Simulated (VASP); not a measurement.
# Ni (Fm-3m) in VASP: further runs, part 2 of 2

VASP 6.6.1.

## Step 4: Single point, r2SCAN, collinear spin, ferromagnetic start

This run uses another cell than the first one, of 10.28 Å³/atom, 0.961 times its volume.

File POSCAR:

```
Ni
1.0
    0.0000000000      1.7259110183      1.7259110183
    1.7259110183      0.0000000000      1.7259110183
    1.7259110183      1.7259110183      0.0000000000
Ni
1
Direct
    0.0000000000      0.0000000000      0.0000000000
```

File INCAR.step1:

```
SYSTEM = Ni
PREC     = Accurate       ! precision mode
ENCUT    = 520            ! plane-wave cutoff, eV
ISMEAR   = -1             ! smearing method
SIGMA    = 0.05           ! smearing width, eV
LREAL    = .False.        ! projectors in reciprocal space
LASPH    = .True.         ! aspherical terms in the spheres
NELM     = 150            ! most SCF steps
ISPIN    = 2              ! spin polarisation
MAGMOM   = 1              ! initial moments
LMAXMIX  = 4              ! l up to which the mixer works
NBANDS   = 15             ! bands
GGA      = PE             ! functional
ALGO     = Normal         ! electronic algorithm
EDIFF    = 1E-4           ! SCF threshold, eV
LWAVE    = .True.         ! write WAVECAR
LCHARG   = .False.        ! write CHGCAR
```

File INCAR.step2:

```
SYSTEM = Ni
PREC     = Accurate       ! precision mode
ENCUT    = 520            ! plane-wave cutoff, eV
EDIFF    = 1E-6           ! SCF threshold, eV
ISMEAR   = -1             ! smearing method
SIGMA    = 0.05           ! smearing width, eV
LREAL    = .False.        ! projectors in reciprocal space
LASPH    = .True.         ! aspherical terms in the spheres
NELM     = 150            ! most SCF steps
ALGO     = Normal         ! electronic algorithm
ISIF     = 2              ! what is computed and relaxed
LWAVE    = .False.        ! write WAVECAR
LCHARG   = .True.         ! write CHGCAR
ISPIN    = 2              ! spin polarisation
MAGMOM   = 1              ! initial moments
LORBIT   = 11             ! projections on sites
LMAXMIX  = 4              ! l up to which the mixer works
METAGGA  = R2SCAN         ! meta-GGA
LMIXTAU  = .True.       
LELF     = .True.         ! ELF
LVHAR    = .True.       
NBANDS   = 15             ! bands
ISTART   = 1
```

File KPOINTS:

```
regular mesh
0
Gamma
  13 13 13
  0 0 0
```

Potentials or basis: VASP PAW PBE potentials, release 64 (Ni).

Run with:

```
> cat potpaw_PBE.64/Ni/POTCAR > POTCAR
> cp INCAR.step1 INCAR
> mpirun -np 1 vasp_std > vasp.out
> cp INCAR.step2 INCAR
> mpirun -np 1 vasp_std > vasp.out
```

OUTCAR:

```text
SYSTEM = Ni
   PREC = Accurate
   ENCUT = 520
   EDIFF = 1E-6
   ISMEAR = -1
   LREAL = .False.
   LASPH = .True.
   NELM = 150
   ISIF = 2
   ISPIN = 2
   LORBIT = 11
   METAGGA = R2SCAN
   ISTART = 1

 ion  position               nearest neighbor table
   1  0.000  0.000  0.000-

  LATTYP: Found a face centered cubic cell.
 ALAT       =     3.4518220366

  Lattice vectors:

 A1 = (   0.0000000000,   1.7259110183,   1.7259110183)
 A2 = (   1.7259110183,   0.0000000000,   1.7259110183)
 A3 = (   1.7259110183,   1.7259110183,   0.0000000000)

Analysis of symmetry for initial positions (statically):
=====================================================================
 Subroutine PRICEL returns:
 Original cell was already a primitive cell.

 Routine SETGRP: Setting up the symmetry group for a
 face centered cubic supercell.

 Subroutine GETGRP returns: Found 48 space group operations
 (whereof 48 operations were pure point group operations)
 out of a pool of 48 trial point group operations.

The static configuration has the point symmetry O_h .

Analysis of symmetry for dynamics (positions and initial velocities):
=====================================================================
 Subroutine PRICEL returns:
 Original cell was already a primitive cell.

 Routine SETGRP: Setting up the symmetry group for a
 face centered cubic supercell.

 Subroutine GETGRP returns: Found 48 space group operations
 (whereof 48 operations were pure point group operations)
 out of a pool of 48 trial point group operations.

The dynamic configuration has the point symmetry O_h .

Analysis of structural, dynamic, and magnetic symmetry:
=====================================================================
 Subroutine PRICEL returns:
 Original cell was already a primitive cell.

 Routine SETGRP: Setting up the symmetry group for a
 face centered cubic supercell.

 Subroutine GETGRP returns: Found 48 space group operations
 (whereof 48 operations were pure point group operations)
 out of a pool of 48 trial point group operations.

The overall configuration has the point symmetry O_h .

 Subroutine INISYM returns: Found 48 space group operations
 (whereof 48 operations are pure point group operations),
 and found     1 'primitive' translations

----------------------------------------------------------------------------------------

                                     Primitive cell

  volume of cell :      10.2822

  direct lattice vectors                    reciprocal lattice vectors
     0.000000000  1.725911018  1.725911018    -0.289702073  0.289702073  0.289702073
     1.725911018  0.000000000  1.725911018     0.289702073 -0.289702073  0.289702073
     1.725911018  1.725911018  0.000000000     0.289702073  0.289702073 -0.289702073

  length of vectors
     2.440806770  2.440806770  2.440806770     0.501778710  0.501778710  0.501778710

  position of ions in fractional coordinates (direct lattice)
     0.000000000  0.000000000  0.000000000

  ion indices of the primitive-cell ions
   primitive index   ion index
                 1           1

----------------------------------------------------------------------------------------

 KPOINTS: regular mesh

Automatic generation of k-mesh.
 Grid dimensions read from file:
 generate k-points for:   13   13   13

 Generating k-lattice:

  Cartesian coordinates                     Fractional coordinates (reciprocal lattice)
    -0.022284775  0.022284775  0.022284775     0.076923077  0.000000000  0.000000000
     0.022284775 -0.022284775  0.022284775     0.000000000  0.076923077  0.000000000
[... 67 lines left out ...]
   TEBEG  =    0.0;   TEEND  =   0.0 temperature during run
   PSTRESS=    0.0 pullay stress
   NELECT =      10.0000    total number of electrons
   NUPDOWN=      -1.0000    fix difference up-down
   EMIN   =  10.00;   EMAX   =-10.00  energy-range for DOS
   EFERMI =   0.00;   METHOD = LEGACY
   ISMEAR =    -1;   SIGMA  =   0.05  broadening in eV -4-tet -1-fermi 0-gaus
   EFERMI_NEDOS =   21; number of points for ismear=-14 and -15
   IALGO  =     38    algorithm
   IMIX   =      4    mixing-type and parameters
     AMIX     =   0.40;   BMIX     =  1.00
     AMIX_MAG =   1.60;   BMIX_MAG =  1.00
  volume/ion in A,a.u.               =      10.28        69.39
  Fermi-wavevector in a.u.,A,eV,Ry     =   1.621983  3.065104 35.794622  2.630830
  Thomas-Fermi vector in A             =   2.715671
   LORBIT       =     11    0 simple, 1 ext, 2 COOP (PROOUT), +10 PAW based schemes
   METAGGA = R2SCAN    functional components
   LHFCALC =     F    Hartree Fock is set to
   AEXX    =    0.0000 exact exchange contribution
   IVDW    =     0    specifies the selected vdW correction
   LEPSILON=     F    determine dielectric tensor
   LRPA    =     F    only Hartree local field effects (RPA)
 spin polarized calculation
  energy-cutoff  :      520.00
  volume of cell :       10.28
 maximum number of plane-waves:       290
 NGX is ok and might be reduce to    18
   NGX =  9   NGY =  9   NGZ =  9

 number of electron       9.9999991 magnetization       0.6616787

 Free energy of the ion-electron system (eV)
  ---------------------------------------------------
  ext. energy  EPLUGINS =         0.00000000
  ---------------------------------------------------
  free energy    TOTEN  =       -11.94395997 eV

  energy without entropy =      -11.93314419  energy(sigma->0) =      -11.93855208

 E-fermi :  10.1350     XC(G=0): -14.7708

 val. band max:       10.1318967643   @ k =   0.4615   0.3077   0.0769
 cond. band min:      10.1352149832   @ k =  -0.4615   0.4615   0.0000
 fundamental gap:      0.0033182188
 Fermi energy:        10.1350257297

 spin component 1

 k-point     1 :       0.0000    0.0000    0.0000
  band No.  band energies     occupation
      1       0.3210      1.00000
      2       7.1090      1.00000
      3       7.1091      1.00000
      4       7.1091      1.00000
      5       8.4817      1.00000
      6       8.4817      1.00000
      7      35.1728      0.00000
      8      39.7894      0.00000
      9      39.7894      0.00000
     10      39.7898      0.00000
     11      42.6271      0.00000
     12      42.6271      0.00000
     13      42.6271      0.00000
     14      45.9010      0.00000
[... 403 lines left out ...]
      4       7.5994      1.00000
      5       9.1822      1.00000
      6      10.8151      0.00000
      7      18.5981      0.00000
      8      30.1376      0.00000
      9      32.1725      0.00000
     10      34.3842      0.00000
     11      44.8742      0.00000
     12      45.2015      0.00000
     13      48.6577      0.00000
     14      50.7748      0.00000
     15      54.5419      0.00000

 [... further k-points ...]

 spin component 2

 k-point     1 :       0.0000    0.0000    0.0000
  band No.  band energies     occupation
      1       0.0760      1.00000
      2       8.3309      1.00000
      3       8.3309      1.00000
      4       8.3309      1.00000
      5       9.1733      1.00000
      6       9.1734      1.00000
      7      34.9250      0.00000
      8      39.8828      0.00000
      9      39.8830      0.00000
     10      39.8830      0.00000
     11      42.8984      0.00000
     12      42.8985      0.00000
     13      42.8985      0.00000
     14      45.9670      0.00000
[... 403 lines left out ...]
      4       8.4738      1.00000
      5      10.3130      0.02764
      6      11.4647      0.00000
      7      18.9857      0.00000
      8      30.2003      0.00000
      9      32.3455      0.00000
     10      34.5344      0.00000
     11      45.0076      0.00000
     12      45.4191      0.00000
     13      48.8904      0.00000
     14      51.8823      0.00000
     15      56.3534      0.00000

 [... further k-points ...]
[... 5 lines left out ...]
  --------------------------------------------------------------------------------------
  -------------------------------------------------------------------------------------
  Total        0.3249061      0.3249061      0.3249061      0.0000000      0.0000000      0.0000000
  in kB       50.6271183     50.6271183     50.6271183      0.0000000      0.0000000      0.0000000
  external PRESSURE =      50.6271183 kB  Pullay stress =       0.0000000 kB

 VOLUME and BASIS-vectors are now :
 -----------------------------------------------------------------------------
  energy-cutoff  :      520.00
  volume of cell :       10.28
      direct lattice vectors                 reciprocal lattice vectors
     0.000000000  1.725911018  1.725911018    -0.289702073  0.289702073  0.289702073
     1.725911018  0.000000000  1.725911018     0.289702073 -0.289702073  0.289702073
     1.725911018  1.725911018  0.000000000     0.289702073  0.289702073 -0.289702073

 POSITION                                       TOTAL-FORCE (eV/Angst)
 -----------------------------------------------------------------------------------
      0.00000      0.00000      0.00000         0.000000      0.000000      0.000000
 -----------------------------------------------------------------------------------
    total drift:                                0.000000     -0.000000     -0.000000

  FREE ENERGIE OF THE ION-ELECTRON SYSTEM (eV)
  ---------------------------------------------------
  free  energy   TOTEN  =       -11.9439599744 eV

  energy  without entropy=      -11.9331441919  energy(sigma->0) =      -11.93855208

 total charge

# of ion       s       p       d       tot
------------------------------------------
    1        0.537   0.570   8.347   9.453

 magnetization (x)

# of ion       s       p       d       tot
------------------------------------------
    1       -0.011  -0.043   0.731   0.677
```

Run time: 1.8 min. Hardware: 1 thread of Intel Xeon 8259CL, shared host; peak memory 0.14 GiB.

Results:

```yaml
Free_energy: -11.9440 eV
Pressure: 5.1 GPa
Net_moment: 0.66 μB per cell
Site_moments: Ni +0.68 μB
Valence_electrons_inside_the_program's_atomic_spheres: Ni 9.45
```

Caveat: the PAW data sets were made with another functional, which shifts forces and pressure a little.

## Step 5: Single point, r2SCAN, collinear spin, ferromagnetic start

This run uses another cell than the first one, of 10.49 Å³/atom, 0.980 times its volume.

File POSCAR:

```
Ni
1.0
    0.0000000000      1.7375729330      1.7375729330
    1.7375729330      0.0000000000      1.7375729330
    1.7375729330      1.7375729330      0.0000000000
Ni
1
Direct
    0.0000000000      0.0000000000      0.0000000000
```

File INCAR.step1:

```
PREC = Accurate
ENCUT = 520
ISMEAR = -1
SIGMA = 0.05
LREAL = False
LASPH = True
NELM = 150
ISPIN = 2
MAGMOM = 1
LMAXMIX = 4
NBANDS = 15
GGA = PE
ALGO = Normal
EDIFF = 1E-4
LWAVE = True
LCHARG = False
```

File INCAR.step2:

```
PREC = Accurate
ENCUT = 520
EDIFF = 1E-6
ISMEAR = -1
SIGMA = 0.05
LREAL = False
LASPH = True
NELM = 150
ALGO = Normal
ISIF = 2
LWAVE = False
LCHARG = False
ISPIN = 2
MAGMOM = 1
LORBIT = 11
LMAXMIX = 4
METAGGA = R2SCAN
LMIXTAU = True
NBANDS = 15
ISTART = 1
```

File KPOINTS:

```
regular mesh
0
Gamma
  13 13 13
```

Run with:

```
> cat potpaw_PBE.64/Ni/POTCAR > POTCAR
> cp INCAR.step1 INCAR
> mpirun -np 1 vasp_std > vasp.out
> cp INCAR.step2 INCAR
> mpirun -np 1 vasp_std > vasp.out
```

It took 2 min on 1 thread of Intel Xeon 8259CL, shared host; peak memory 0.14 GiB.

It converged, with:

```
Free energy                                           : -11.9474 eV
Pressure                                              : 0.4 GPa
Net moment                                            : 0.67 μB per cell
Site moments                                          : Ni +0.69 μB
Valence electrons inside the program's atomic spheres : Ni 9.41
```

Levels at points of the mesh, in eV from the Fermi level:
Spin up:
| k point | band 3 | band 4 | band 5 | band 6 | band 7 | band 8 |
| --- | --- | --- | --- | --- | --- | --- |
| (0.00, 0.00, 0.00) | -2.98 | -2.98 | -1.64 | -1.64 | 24.86 | 29.31 |
Spin down:
| k point | band 2 | band 3 | band 4 | band 5 | band 6 | band 7 | band 8 | band 9 |
| --- | --- | --- | --- | --- | --- | --- | --- | --- |
| (0.00, 0.00, 0.00) | -1.74 | -1.74 | -1.74 | -0.95 | -0.95 | 24.60 | 29.40 | 29.40 |

Caveat: the PAW data sets were made with another functional, which shifts forces and pressure a little.

## Step 6: Single point, r2SCAN, collinear spin, ferromagnetic start

File POSCAR:

```
Ni
1.0
    0.0000000000      1.7490803739      1.7490803739
    1.7490803739      0.0000000000      1.7490803739
    1.7490803739      1.7490803739      0.0000000000
Ni
1
Direct
    0.0000000000      0.0000000000      0.0000000000
```

File INCAR.step1:

```
SYSTEM = Ni
PREC = Accurate
ENCUT = 520
ISMEAR = -1
SIGMA = 0.05
LREAL = .FALSE.
LASPH = .TRUE.
NELM = 150
ISPIN = 2
MAGMOM = 1
LMAXMIX = 4
NBANDS = 15
GGA = PE
ALGO = Normal
EDIFF = 1E-4
LWAVE = .TRUE.
LCHARG = .FALSE.
```

File INCAR.step2:

```
SYSTEM = Ni
PREC = Accurate
ENCUT = 520
EDIFF = 1E-6
ISMEAR = -1
SIGMA = 0.05
LREAL = .FALSE.
LASPH = .TRUE.
NELM = 150
ALGO = Normal
ISIF = 2
LWAVE = .FALSE.
LCHARG = .FALSE.
ISPIN = 2
MAGMOM = 1
LORBIT = 11
LMAXMIX = 4
METAGGA = R2SCAN
LMIXTAU = .TRUE.
NBANDS = 15
ISTART = 1
```

File KPOINTS:

```
regular mesh
0
G
  13 13 13
  0 0 0
```

Potentials or basis: VASP PAW PBE potentials, release 64 (Ni).

Run with:

```
> cat potpaw_PBE.64/Ni/POTCAR > POTCAR
> cp INCAR.step1 INCAR
> mpirun -np 1 vasp_std > vasp.out
> cp INCAR.step2 INCAR
> mpirun -np 1 vasp_std > vasp.out
```

Run time: 1.9 min. Hardware: 1 thread of Intel Xeon 8259CL, shared host; peak memory 0.14 GiB.

It converged, with:

```
Free energy                                           : -11.9451 eV
Pressure                                              : -3.6 GPa
Net moment                                            : 0.69 μB per cell
Site moments                                          : Ni +0.71 μB
Valence electrons inside the program's atomic spheres : Ni 9.38
```

Levels at points of the mesh, in eV from the Fermi level:
Spin up:
| k point | band 1 | band 2 | band 3 | band 4 | band 5 | band 6 | band 7 | band 8 | band 9 | band 10 |
| --- | --- | --- | --- | --- | --- | --- | --- | --- | --- | --- |
| (0.00, 0.00, 0.00) | -9.53 | -2.95 | -2.95 | -2.95 | -1.64 | -1.64 | 24.68 | 28.97 | 28.97 | 28.97 |
Spin down:
| k point | band 2 | band 3 | band 4 | band 5 | band 6 | band 7 | band 8 | band 9 |
| --- | --- | --- | --- | --- | --- | --- | --- | --- |
| (0.00, 0.00, 0.00) | -1.68 | -1.68 | -1.68 | -0.93 | -0.93 | 24.42 | 29.07 | 29.07 |

Caveat: the PAW data sets were made with another functional, which shifts forces and pressure a little.

## Step 7: The runs side by side

| level | cell | gap on the mesh (eV) | pressure (GPa) | moment (μB) |
| --- | --- | --- | --- | --- |
| BLYP+D4 | a = 2.474 Å, angles 60.0°, 1 atom | none | 0.1 | 0.61 |
| PBE | a = 2.490 Å, angles 60.0°, 1 atom | none | -0.4 | 0.63 |
| r2SCAN | a = 2.441 Å, angles 60.0°, 1 atom | none | 5.1 | 0.66 |
| r2SCAN | a = 2.457 Å, angles 60.0°, 1 atom | none | 0.4 | 0.67 |
| r2SCAN | a = 2.474 Å, angles 60.0°, 1 atom | none | -3.6 | 0.69 |

Alike in all rows: task single point; potentials or basis VASP PAW PBE potentials, release 64 (Ni); spin collinear, ferromagnetic start; k mesh 13 × 13 × 13; cutoff (eV) 520; smearing fermi-dirac 0.05 eV.

Caveats: the PAW data sets were made with another functional, which shifts forces and pressure a little (some runs); pairwise dispersion overbinds metals, which lowers pressure and volume (some runs).

Absolute energies hang on the potentials; compare differences alone.
